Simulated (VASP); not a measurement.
# Ba7La8Si16 (Amm2) in VASP: single point with PBEsol

Aim: the single point of Ba7La8Si16 with PBEsol.

Everything below comes from runs of VASP 6.6.1. Logs are shortened: lines on timing, memory, paths and dates and some standing lists are left out, and cuts for length are marked.

**1. The cell of the first run**

It takes space group Amm2 (No. 38, orthorhombic). The conventional cell has a = 6.751 Å, b = 9.342 Å, c = 30.216 Å, α = 90.00°, β = 90.00°, γ = 90.00°. Ba (site symmetry mm2) has 6 Si at 3.45 to 3.76 Å and 5 La at 4.07 to 4.28 Å and 6 Ba at 4.19 to 4.67 Å within 4.7 Å. Within 4.7 Å of Ba (site symmetry m) lie 6 Si at 3.45 to 3.76 Å and 5 La at 4.07 to 4.28 Å and 4 Ba at 4.19 to 4.67 Å. Within 4.7 Å of Ba (site symmetry m) lie 6 Si at 3.45 to 3.76 Å and 5 La at 4.07 to 4.28 Å and 6 Ba at 4.19 to 4.67 Å. Ba (site symmetry mm2) has 6 Si at 3.45 to 3.76 Å and 5 La at 4.07 to 4.28 Å and 6 Ba at 4.19 to 4.67 Å within 4.7 Å. Within 4.5 Å of Ba (site symmetry mm2) lie 6 Si at 3.45 to 3.76 Å and 5 La at 4.07 to 4.28 Å and 4 Ba at 4.19 Å. Within 4.2 Å of La (site symmetry mm2) lie 8 Si at 3.20 to 3.21 Å and 2 La at 3.67 Å and 3 Ba at 4.07 to 4.20 Å. Within 4.3 Å of La (site symmetry mm2) lie 8 Si at 3.20 to 3.21 Å and 2 La at 3.67 Å and 4 Ba at 4.20 to 4.28 Å. Within 4.3 Å of La (site symmetry m) lie 8 Si at 3.20 to 3.21 Å and 2 La at 3.67 Å and 5 Ba at 4.07 to 4.28 Å.

**2. Single point, PBEsol**

Input file INCAR:

```
PREC = Accurate ; ENCUT = 500
EDIFF = 1E-6 ; ISMEAR = -1
SIGMA = 0.1 ; LREAL = Auto
LASPH = T ; NELM = 200
ALGO = Normal ; ISIF = 2
LWAVE = F ; LCHARG = F
GGA = PS ; NBANDS = 132
GGA_COMPAT = F ; LMAXMIX = 6
KPAR = 4
```

Input file KPOINTS:

```
regular mesh
0
Gamma
  3 3 3
```

Input file POSCAR:

```
Ba7La8Si16
1.0
    4.6711220000    -15.1082400000      0.0000000000
    4.6711220000     15.1082400000      0.0000000000
    0.0000000000      0.0000000000      6.7512370000
Ba La Si
7 8 16
Direct
    0.1392040000      0.3607960000      0.7500000000
    0.1392040000      0.8607960000      0.7500000000
    0.3607960000      0.6392040000      0.2500000000
    0.6392040000      0.3607960000      0.7500000000
    0.8607960000      0.1392040000      0.2500000000
    0.6392040000      0.8607960000      0.7500000000
    0.8607960000      0.6392040000      0.2500000000
    0.2738190000      0.2261820000      0.7500000000
    0.2261820000      0.2738190000      0.2500000000
    0.2738190000      0.7261820000      0.7500000000
    0.2261820000      0.7738180000      0.2500000000
    0.7738180000      0.2261820000      0.7500000000
    0.7261820000      0.2738190000      0.2500000000
    0.7738180000      0.7261820000      0.7500000000
    0.7261820000      0.7738180000      0.2500000000
    0.4629090000      0.0370910000      0.9310180000
    0.0370910000      0.4629090000      0.0689820000
    0.4629090000      0.0370910000      0.5689820000
    0.0370910000      0.4629090000      0.4310180000
    0.4629090000      0.5370910000      0.9310180000
    0.0370910000      0.9629090000      0.0689820000
    0.4629090000      0.5370910000      0.5689820000
    0.0370910000      0.9629090000      0.4310180000
    0.9629090000      0.0370910000      0.9310180000
    0.5370910000      0.4629090000      0.0689820000
    0.9629090000      0.0370910000      0.5689820000
    0.5370910000      0.4629090000      0.4310180000
    0.9629090000      0.5370910000      0.9310180000
    0.5370910000      0.9629090000      0.0689820000
    0.9629090000      0.5370910000      0.5689820000
    0.5370910000      0.9629090000      0.4310180000
```

Potentials or basis: VASP PAW PBE potentials, release 64 (Ba_sv, La, Si).

On the command line:

```sh
> cat potpaw_PBE.64/Ba_sv/POTCAR potpaw_PBE.64/La/POTCAR potpaw_PBE.64/Si/POTCAR > POTCAR
> mpirun -np 4 vasp_std > vasp.out
```

OUTCAR:

```text
PREC = Accurate
   ENCUT = 500
   EDIFF = 1E-6
   ISMEAR = -1
   LREAL = Auto
   LASPH = T
   NELM = 200
   ISIF = 2
   GGA = PS

 ion  position               nearest neighbor table
   1  0.139  0.361  0.750-  20 3.45  22 3.45  24 3.45  26 3.45  17 3.76  19 3.76   8 4.07   5 4.19
                             3 4.19   3 4.19   5 4.19  10 4.20  12 4.20   6 4.67   6 4.67
   2  0.139  0.861  0.750-  16 3.45  18 3.45  28 3.45  30 3.45  21 3.76  23 3.76  10 4.07   7 4.19
                             7 4.19   8 4.20  14 4.20   4 4.67   4 4.67
   3  0.361  0.639  0.250-  17 3.45  19 3.45  29 3.45  31 3.45  20 3.76  22 3.76  11 4.07   6 4.19
                             1 4.19   1 4.19   6 4.19   9 4.20  15 4.20   5 4.67   5 4.67
   4  0.639  0.361  0.750-  16 3.45  18 3.45  28 3.45  30 3.45  25 3.76  27 3.76  12 4.07   7 4.19
                             7 4.19   8 4.20  14 4.20   2 4.67   2 4.67
   5  0.861  0.139  0.250-  17 3.45  19 3.45  29 3.45  31 3.45  24 3.76  26 3.76  13 4.07   6 4.19
                             1 4.19   1 4.19   6 4.19   9 4.20  15 4.20   3 4.67   3 4.67
   6  0.639  0.861  0.750-  20 3.45  22 3.45  24 3.45  26 3.45  29 3.76  31 3.76  14 4.07   5 4.19
                             3 4.19   3 4.19   5 4.19  10 4.20  12 4.20   1 4.67   1 4.67
   7  0.861  0.639  0.250-  21 3.45  23 3.45  25 3.45  27 3.45  28 3.76  30 3.76  15 4.07   4 4.19
                             2 4.19   2 4.19   4 4.19  13 4.20  11 4.20
   8  0.274  0.226  0.750-  25 3.20  27 3.20  21 3.20  23 3.20  22 3.21  20 3.21  26 3.21  24 3.21
                             9 3.67   9 3.67   1 4.07   4 4.20   2 4.20
   9  0.226  0.274  0.250-  20 3.20  22 3.20  24 3.20  26 3.20  25 3.21  27 3.21  21 3.21  23 3.21
[... 37 lines left out ...]
  28  0.963  0.537  0.931-  17 2.43  30 2.44  13 3.20  11 3.20  12 3.21  10 3.21   2 3.45   4 3.45
                             7 3.76
  29  0.537  0.963  0.069-  16 2.43  31 2.44  10 3.20  12 3.20  11 3.21  13 3.21   3 3.45   5 3.45
                             6 3.76
  30  0.963  0.537  0.569-  19 2.43  28 2.44  13 3.20  11 3.20  12 3.21  10 3.21   2 3.45   4 3.45
                             7 3.76
  31  0.537  0.963  0.431-  18 2.43  29 2.44  10 3.20  12 3.20  11 3.21  13 3.21   3 3.45   5 3.45
                             6 3.76

  LATTYP: Found a base centered orthorhombic cell.
 ALAT       =     9.3422440000
 B/A-ratio  =     3.2343920797
 C/A-ratio  =     0.7226568906

  Lattice vectors:

 A1 = (   4.6711220000, -15.1082400000,   0.0000000000)
 A2 = (   4.6711220000,  15.1082400000,   0.0000000000)
 A3 = (   0.0000000000,   0.0000000000,   6.7512370000)

Analysis of symmetry for initial positions (statically):
=====================================================================
 Subroutine PRICEL returns:
 Original cell was already a primitive cell.

 Routine SETGRP: Setting up the symmetry group for a
 base centered orthorhombic supercell.

 Subroutine GETGRP returns: Found  4 space group operations
[... 173 lines left out ...]
   EMIN   =  10.00;   EMAX   =-10.00  energy-range for DOS
   EFERMI =   0.00;   METHOD = LEGACY
   ISMEAR =    -1;   SIGMA  =   0.10  broadening in eV -4-tet -1-fermi 0-gaus
   EFERMI_NEDOS =   21; number of points for ismear=-14 and -15
   IALGO  =     38    algorithm
   IMIX   =      4    mixing-type and parameters
     AMIX     =   0.40;   BMIX     =  1.00
     AMIX_MAG =   1.60;   BMIX_MAG =  1.00
  volume/ion in A,a.u.               =      30.74       207.44
  Fermi-wavevector in a.u.,A,eV,Ry     =   1.007341  1.903598 13.806309  1.014735
  Thomas-Fermi vector in A             =   2.140139
   LORBIT       =      0    0 simple, 1 ext, 2 COOP (PROOUT), +10 PAW based schemes
   GGA     = PS    functional components
   LHFCALC =     F    Hartree Fock is set to
   AEXX    =    0.0000 exact exchange contribution
   IVDW    =     0    specifies the selected vdW correction
   LEPSILON=     F    determine dielectric tensor
   LRPA    =     F    only Hartree local field effects (RPA)
 non-spin polarized calculation
  energy-cutoff  :      500.00
  volume of cell :      952.90
 maximum number of plane-waves:     24221
 NGX is ok and might be reduce to   120
   NGX = 57   NGY = 57   NGZ = 25

 number of electron     222.0000002 magnetization

 Free energy of the ion-electron system (eV)
  ---------------------------------------------------
  ext. energy  EPLUGINS =         0.00000000
  ---------------------------------------------------
  free energy    TOTEN  =      -167.63623849 eV

  energy without entropy =     -166.99493121  energy(sigma->0) =     -167.31558485

 E-fermi :   5.2300     XC(G=0):  -9.1474

 val. band max:        5.2155612104   @ k =   0.3333   0.0000   0.3333
 cond. band min:       5.2412327713   @ k =   0.3333   0.3333   0.0000
 fundamental gap:      0.0256715609
 Fermi energy:         5.2300348648

 k-point     1 :       0.0000    0.0000    0.0000
  band No.  band energies     occupation
      1     -27.4953      2.00000
      2     -27.4656      2.00000
      3     -27.4596      2.00000
      4     -27.3673      2.00000
      5     -27.3561      2.00000
      6     -27.3401      2.00000
[... 997 lines left out ...]
    122       5.9823      0.00108
    123       6.0731      0.00044
 [bands above 123 left out]

------------------------ aborting loop because EDIFF is reached ----------------------------------------

  FORCE on cell =-STRESS in cart. coord.  units (eV):
  Direction    XX          YY          ZZ          XY          YZ          ZX
  --------------------------------------------------------------------------------------
  -------------------------------------------------------------------------------------
  Total      -21.4329892    -13.7818221    -11.6388979      0.0000000      0.0000000      0.0000000
  in kB      -36.0366899    -23.1722811    -19.5692421      0.0000000      0.0000000      0.0000000
  external PRESSURE =     -26.2594044 kB  Pullay stress =       0.0000000 kB

 VOLUME and BASIS-vectors are now :
 -----------------------------------------------------------------------------
  energy-cutoff  :      500.00
  volume of cell :      952.90
      direct lattice vectors                 reciprocal lattice vectors
     4.671122000-15.108240000  0.000000000     0.107040664 -0.033094523  0.000000000
     4.671122000 15.108240000  0.000000000     0.107040664  0.033094523  0.000000000
     0.000000000  0.000000000  6.751237000     0.000000000  0.000000000  0.148121004

 POSITION                                       TOTAL-FORCE (eV/Angst)
 -----------------------------------------------------------------------------------
      2.33556      3.34787      5.06343         0.000000     -0.081357      0.000000
      4.67112     10.90199      5.06343         0.311951     -0.086420      0.000000
      4.67112      4.20625      1.68781         0.024946      0.069073      0.000000
      4.67112     -4.20625      5.06343        -0.311951     -0.086420      0.000000
      4.67112    -10.90199      1.68781        -0.024946      0.069073      0.000000
      7.00668      3.34787      5.06343         0.000000     -0.085523      0.000000
[... 23 lines left out ...]
      7.00668     -6.43336      3.84133         0.000000      0.204784     -0.125692
      7.00668      6.43336      2.90990         0.000000     -0.090209      0.069350
 -----------------------------------------------------------------------------------
    total drift:                               -0.024023      0.000019     -0.000000

  FREE ENERGIE OF THE ION-ELECTRON SYSTEM (eV)
  ---------------------------------------------------
  free  energy   TOTEN  =      -167.6362384853 eV

  energy  without entropy=     -166.9949312053  energy(sigma->0) =     -167.31558485
```

OSZICAR:

```text
N       E                     dE             d eps       ncg     rms          rms(c)
DAV:   1     0.272539954764E+04    0.27254E+04   -0.75182E+04  2112   0.180E+03
DAV:   2     0.728319974483E+03   -0.19971E+04   -0.19237E+04  2640   0.420E+02
DAV:   3    -0.178112554067E+02   -0.74613E+03   -0.73222E+03  3288   0.254E+02
[... 13 lines left out ...]
DAV:  17    -0.167636221742E+03   -0.44876E-04   -0.23783E-04  3616   0.423E-02    0.126E-02
DAV:  18    -0.167636234391E+03   -0.12649E-04   -0.89525E-05  3536   0.312E-02    0.571E-03
DAV:  19    -0.167636236885E+03   -0.24946E-05   -0.17489E-05  2608   0.150E-02    0.312E-03
DAV:  20    -0.167636238053E+03   -0.11671E-05   -0.57627E-06  1824   0.115E-02    0.133E-03
DAV:  21    -0.167636238485E+03   -0.43279E-06   -0.20336E-06  1656   0.839E-03
   1 F= -.16763624E+03 E0= -.16731558E+03  d E =-.641307E+00
```

It took 22 min on 4 MPI ranks of Intel Xeon Platinum 8259CL at 2.50GHz (Skylake/Cascade Lake), shared host; peak memory 1.7 GiB.

Results:

```yaml
Free_energy: -167.6362 eV
Pressure: -2.6 GPa
Largest_force: 0.467 eV/Å
Band_gap_on_the_k_mesh: zero (bands 111 and 112 overlap by 0.08 eV)
```

Forces on the atoms (eV/Å):
```
Ba   0.000 -0.081  0.000
Ba   0.312 -0.086  0.000
Ba   0.025  0.069  0.000
Ba  -0.312 -0.086  0.000
Ba  -0.025  0.069  0.000
Ba   0.000 -0.086  0.000
Ba   0.000  0.311  0.000
La   0.000  0.117  0.000
La   0.000 -0.467  0.000
La   0.017  0.084  0.000
La   0.164 -0.036  0.000
La  -0.017  0.084  0.000
La  -0.164 -0.036  0.000
La   0.000 -0.029  0.000
La   0.000  0.014  0.000
Si   0.000 -0.109 -0.069
Si   0.000 -0.103 -0.044
Si   0.000 -0.109  0.069
Si   0.000 -0.103  0.044
Si   0.012  0.091  0.058
Si  -0.009 -0.003 -0.032
Si   0.012  0.091 -0.058
Si  -0.009 -0.003  0.032
Si  -0.012  0.091  0.058
Si   0.009 -0.003 -0.032
Si  -0.012  0.091 -0.058
Si   0.009 -0.003  0.032
Si   0.000  0.205  0.126
Si   0.000 -0.090 -0.069
Si   0.000  0.205 -0.126
Si   0.000 -0.090  0.069
```

Stress tensor (GPa, compression positive):
```
-3.60  0.00  0.00
 0.00 -2.32  0.00
 0.00  0.00 -1.96
```

Levels at points of the mesh, in eV from the Fermi level:
| k point | band 108 | band 109 | band 110 | band 111 | band 112 | band 113 | band 114 | band 115 |
| --- | --- | --- | --- | --- | --- | --- | --- | --- |
| (0.00, 0.00, 0.00) | -0.53 | -0.34 | -0.15 | -0.04 | -0.03 | 0.20 | 0.30 | 0.32 |

Caveat: the PAW data sets were made with another functional, which shifts forces and pressure a little; spin-orbit coupling is left out, which moves the levels of the heavy elements.

The gap in the log of VASP goes by the Fermi energy; the results here count the filled bands.